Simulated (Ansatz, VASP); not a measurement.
Two plane-wave programs on Zn3Bi2

```
CELL_PARAMETERS angstrom
5.30698 0.00000 0.00000
0.00000 5.30698 0.00000
0.00000 0.00000 5.30698
ATOMIC_POSITIONS crystal
Zn 0.50000 0.00000 0.00000
Zn 0.00000 0.50000 0.00000
Zn 0.00000 0.00000 0.50000
Bi 0.50000 0.50000 0.50000
Bi 0.00000 0.00000 0.00000
```

Change from the starting cell: species swapped into the Tl2F3 type (Pm-3m, No. 221).

Alike in both runs: task relaxation of cell and atoms; functional PBE; k mesh 8 × 8 × 8; occupations gaussian, width 0.1 eV; no spin polarisation.

```csv
,VASP,Ansatz
version,VASP 6.6.1,Ansatz 0.2.0
potentials or method,"VASP PAW PBE potentials, release 64 (Zn, Bi_d), cutoff 600 eV","scalar-relativistic, plane waves, PAW"
valence electrons in the cell,66,66
```

```csv
,VASP,Ansatz,Ansatz less VASP
"gap on the k mesh at the Fermi level, each at its own relaxed structure (eV)",none,none,-
relaxed volume (Å³/atom),30.60,30.55,-0.046
relaxed cell length with the largest relative difference (Å),5.348,5.346,-0.0027
```

A gap of «none» marks a metal or a gap that the smearing closes.

Neither program's run includes spin-orbit coupling.
